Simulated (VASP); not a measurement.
# Al (I4/mmm) in VASP: a series of runs, part 2 of 2

VASP 6.6.1. The steps go on from the part before.

## 4. Single point, PBEsol (uniaxial strain along c: +4.5 %, then relaxed in part)

INCAR

```
SYSTEM = Al
ALGO = Fast
EDIFF = 1E-6
ENCUT = 520
GGA = PS
ISIF = 2
ISMEAR = 0
LASPH = .TRUE.
LCHARG = .FALSE.
LREAL = .FALSE.
LWAVE = .FALSE.
NBANDS = 10
NELM = 80
PREC = Accurate
SIGMA = 0.1
```

KPOINTS

```
k-points
0
G
  18 18 14
  0 0 0
```

POSCAR

```
Al
1.0
    1.9769808201      1.9769808201      0.0000000000
   -1.9769808201      1.9769808201      0.0000000000
    0.0000000000      0.0000000000      4.1960852672
Al
2
Direct
    0.0000000000      0.0000000000      0.0000000000
    0.5000000000      0.5000000000      0.5000000000
```

Potentials or basis: VASP PAW PBE potentials, release 64 (Al).

Run with:

```bash
cat potpaw_PBE.64/Al/POTCAR > POTCAR
mpirun -np 1 vasp_std > vasp.out
```

OUTCAR:

```text
SYSTEM = Al
   EDIFF = 1E-6
   ENCUT = 520
   GGA = PS
   ISIF = 2
   ISMEAR = 0
   LASPH = .TRUE.
   LREAL = .FALSE.
   NELM = 80
   PREC = Accurate

 ion  position               nearest neighbor table
   1  0.000  0.000  0.000-   2 2.88   2 2.88   2 2.88   2 2.88   2 2.88   2 2.88   2 2.88   2 2.88

   2  0.500  0.500  0.500-   1 2.88   1 2.88   1 2.88   1 2.88   1 2.88   1 2.88   1 2.88   1 2.88

  LATTYP: Found a simple tetragonal cell.
 ALAT       =     2.7958730883
 C/A-ratio  =     1.5008139263

  Lattice vectors:

 A1 = (   1.9769808201,   1.9769808201,   0.0000000000)
 A2 = (  -1.9769808201,   1.9769808201,   0.0000000000)
 A3 = (   0.0000000000,   0.0000000000,   4.1960852672)

Analysis of symmetry for initial positions (statically):
=====================================================================
 Subroutine PRICEL returns following result:

  LATTYP: Found a body centered tetragonal cell.
 ALAT       =     2.7958730883
 C/A-ratio  =     1.5008139263

  Lattice vectors:

 A1 = (   1.9769808201,   0.0000000000,  -2.0980426336)
 A2 = (  -1.9769808201,   0.0000000000,  -2.0980426336)
 A3 = (   0.0000000000,   1.9769808201,   2.0980426336)

[... 192 lines left out ...]
      2       4.5403      2.00000
      3       5.6015      2.00000
      4      13.7329      0.00000
      5      14.3748      0.00000
      6      14.3748      0.00000
      7      17.8682      0.00000
      8      20.2435      0.00000
      9      20.9064      0.00000
     10      20.9064      0.00000
[... 287 lines left out ...]
 k-point    24 :       0.3333    0.1111    0.0000
  band No.  band energies     occupation
      1      -0.8410      2.00000
      2       5.2044      2.00000
      3       6.6921      2.00000
      4       7.9056      1.88854
      5      12.5273      0.00000
      6      13.3020      0.00000
      7      13.5649      0.00000
      8      18.8696      0.00000
      9      20.2250      0.00000
     10      20.9871      0.00000

 [... further k-points ...]

------------------------ aborting loop because EDIFF is reached ----------------------------------------

  FORCE on cell =-STRESS in cart. coord.  units (eV):
  Direction    XX          YY          ZZ          XY          YZ          ZX
  --------------------------------------------------------------------------------------
  -------------------------------------------------------------------------------------
  Total        0.0115684      0.0115684     -0.4863840      0.0000000     -0.0000000     -0.0000000
  in kB        0.5650737      0.5650737    -23.7580446      0.0000000     -0.0000000     -0.0000000
  external PRESSURE =      -7.5426324 kB  Pullay stress =       0.0000000 kB

 VOLUME and BASIS-vectors are now :
 -----------------------------------------------------------------------------
  energy-cutoff  :      520.00
  volume of cell :       32.80
      direct lattice vectors                 reciprocal lattice vectors
     1.976980820  1.976980820  0.000000000     0.252910901  0.252910901  0.000000000
    -1.976980820  1.976980820  0.000000000    -0.252910901  0.252910901  0.000000000
     0.000000000  0.000000000  4.196085267     0.000000000  0.000000000  0.238317369

 POSITION                                       TOTAL-FORCE (eV/Angst)
 -----------------------------------------------------------------------------------
      0.00000      0.00000      0.00000         0.000000     -0.000000     -0.000000
      0.00000      1.97698      2.09804        -0.000000      0.000000      0.000000
 -----------------------------------------------------------------------------------
    total drift:                               -0.000000      0.000000     -0.000000

  FREE ENERGIE OF THE ION-ELECTRON SYSTEM (eV)
  ---------------------------------------------------
  free  energy   TOTEN  =        -8.1709825022 eV

  energy  without entropy=       -8.1666983569  energy(sigma->0) =       -8.16884043
```

It took 2.3 min on 1 thread of Intel Xeon 8259CL, shared host; peak memory 0.23 GiB.

Results:

```
Free energy            : -8.1710 eV
Pressure               : -0.8 GPa
Band gap on the k mesh : zero (bands 3 and 4 overlap by 11.22 eV)
```

Levels at points of the mesh, in eV from the Fermi level:
```tsv
k point	band 1	band 2	band 3	band 4	band 5	band 6	band 7	band 8
(0.00, 0.00, 0.00)	-11.18	-3.48	-2.42	5.71	6.36	6.36	9.85	12.23
(0.50, 0.00, 0.00)	-6.52	-6.52	0.89	0.89	2.12	2.12	10.39	10.39
(0.50, 0.50, 0.00)	-2.64	-2.64	-1.20	-1.20	5.06	5.06	5.07	5.07
(0.00, 0.00, 0.50)	-9.09	-9.09	6.84	6.84	7.75	7.75	8.13	8.13
(0.50, 0.00, 0.50)	-4.62	-4.62	-4.38	-4.38	10.55	10.55	10.70	10.70
(0.50, 0.50, 0.50)	-0.73	-0.73	-0.73	-0.73	0.38	0.38	1.40	1.40
```

Caveat: the cell differs from its parent crystal (uniaxial strain along c: +4.5 %, then relaxed in part); the PAW data sets were made with another functional, which shifts forces and pressure a little.

## 5. Single point, PBEsol (uniaxial strain along c: +4.5 %)

INCAR

```
SYSTEM = Al
PREC = Accurate
ENCUT = 520
EDIFF = 1E-6
ISMEAR = 0
SIGMA = 0.1
LREAL = .FALSE.
LASPH = .TRUE.
NELM = 80
ALGO = Normal
ISIF = 2
LWAVE = .FALSE.
LCHARG = .FALSE.
GGA = PS
NBANDS = 10
```

KPOINTS

```
regular mesh
0
G
  18 18 14
  0 0 0
```

POSCAR

```
Al
1.0
    1.9851097167      1.9851097167      0.0000000000
   -1.9851097167      1.9851097167      0.0000000000
    0.0000000000      0.0000000000      4.1960852672
Al
2
Direct
    0.0000000000      0.0000000000      0.0000000000
    0.5000000000      0.5000000000      0.5000000000
```

Potentials or basis: VASP PAW PBE potentials, release 64 (Al).

Run with:

```bash
cat potpaw_PBE.64/Al/POTCAR > POTCAR
mpirun -np 1 vasp_std > vasp.out
```

OUTCAR:

```text
SYSTEM = Al
   PREC = Accurate
   ENCUT = 520
   EDIFF = 1E-6
   ISMEAR = 0
   LREAL = .FALSE.
   LASPH = .TRUE.
   NELM = 80
   ISIF = 2
   GGA = PS

 ion  position               nearest neighbor table
   1  0.000  0.000  0.000-   2 2.89   2 2.89   2 2.89   2 2.89   2 2.89   2 2.89   2 2.89   2 2.89

   2  0.500  0.500  0.500-   1 2.89   1 2.89   1 2.89   1 2.89   1 2.89   1 2.89   1 2.89   1 2.89

  LATTYP: Found a simple tetragonal cell.
 ALAT       =     2.8073690842
 C/A-ratio  =     1.4946681898

  Lattice vectors:

[... 521 lines left out ...]

  FORCE on cell =-STRESS in cart. coord.  units (eV):
  Direction    XX          YY          ZZ          XY          YZ          ZX
  --------------------------------------------------------------------------------------
  -------------------------------------------------------------------------------------
  Total       -0.1383785     -0.1383785     -0.5967044      0.0000000     -0.0000000      0.0000000
  in kB       -6.7040303     -6.7040303    -28.9085612      0.0000000     -0.0000000      0.0000000
  external PRESSURE =     -14.1055406 kB  Pullay stress =       0.0000000 kB

 VOLUME and BASIS-vectors are now :
 -----------------------------------------------------------------------------
  energy-cutoff  :      520.00
  volume of cell :       33.07
      direct lattice vectors                 reciprocal lattice vectors
     1.985109717  1.985109717  0.000000000     0.251875247  0.251875247  0.000000000
    -1.985109717  1.985109717  0.000000000    -0.251875247  0.251875247  0.000000000
     0.000000000  0.000000000  4.196085267     0.000000000  0.000000000  0.238317369

 POSITION                                       TOTAL-FORCE (eV/Angst)
 -----------------------------------------------------------------------------------
      0.00000      0.00000      0.00000        -0.000000      0.000000      0.000000
      0.00000      1.98511      2.09804         0.000000     -0.000000      0.000000
 -----------------------------------------------------------------------------------
    total drift:                               -0.000000      0.000000     -0.000000

  FREE ENERGIE OF THE ION-ELECTRON SYSTEM (eV)
  ---------------------------------------------------
  free  energy   TOTEN  =        -8.1704733290 eV

  energy  without entropy=       -8.1661873177  energy(sigma->0) =       -8.16833032
```

OSZICAR:

```text
N       E                     dE             d eps       ncg     rms          rms(c)
DAV:   1    -0.979169405806E+00   -0.97917E+00   -0.21568E+03  8848   0.439E+02
DAV:   2    -0.806327150722E+01   -0.70841E+01   -0.67943E+01 11718   0.549E+01
DAV:   3    -0.822610702022E+01   -0.16284E+00   -0.16167E+00 11358   0.647E+00
DAV:   4    -0.822691343789E+01   -0.80642E-03   -0.80632E-03 10560   0.507E-01
DAV:   5    -0.822692045904E+01   -0.70212E-05   -0.70208E-05 10512   0.446E-02    0.196E+00
DAV:   6    -0.819320305173E+01    0.33717E-01   -0.43011E-03  9844   0.314E-01    0.112E+00
DAV:   7    -0.817058701344E+01    0.22616E-01   -0.10971E-02  9412   0.484E-01    0.204E-01
DAV:   8    -0.817047615540E+01    0.11086E-03   -0.10423E-04 11720   0.622E-02    0.179E-02
DAV:   9    -0.817047425289E+01    0.19025E-05   -0.10817E-06 10192   0.572E-03    0.206E-03
DAV:  10    -0.817047332899E+01    0.92390E-06   -0.19626E-08  5620   0.945E-04
   1 F= -.81704733E+01 E0= -.81683303E+01  d E =-.428601E-02
```

It took 88 s on 1 thread of Intel Xeon 8259CL, shared host; peak memory 0.24 GiB.

What came out:

| Item | Value |
| --- | --- |
| Free energy | -8.1705 eV |
| Pressure | -1.4 GPa |
| Band gap on the k mesh | zero (bands 3 and 4 overlap by 11.27 eV) |

Stress tensor (GPa, compression positive):
```
-0.67  0.00  0.00
 0.00 -0.67  0.00
 0.00  0.00 -2.89
```

Caveat: the cell differs from its parent crystal (uniaxial strain along c: +4.5 %); the PAW data sets were made with another functional, which shifts forces and pressure a little.

## 6. Overview

```tsv
cell	gap on the mesh (eV)	pressure (GPa)
a = 2.813, b = 2.813, c = 4.136 Å, 2 atoms	none	-0.8
a = 2.818, b = 2.818, c = 4.136 Å, 2 atoms	none	-1.1
a = 2.796, b = 2.796, c = 4.196 Å, 2 atoms	none	-0.8
a = 2.807, b = 2.807, c = 4.196 Å, 2 atoms	none	-1.4
```

Alike in all rows: task single point; level PBEsol; potentials or basis VASP PAW PBE potentials, release 64 (Al); no spin polarisation; k mesh 18 × 18 × 14; cutoff (eV) 520; smearing gaussian 0.1 eV.

Caveats: the PAW data sets were made with another functional, which shifts forces and pressure a little.

Total energies depend on the potentials used, so only differences within one code and one set of settings carry meaning.
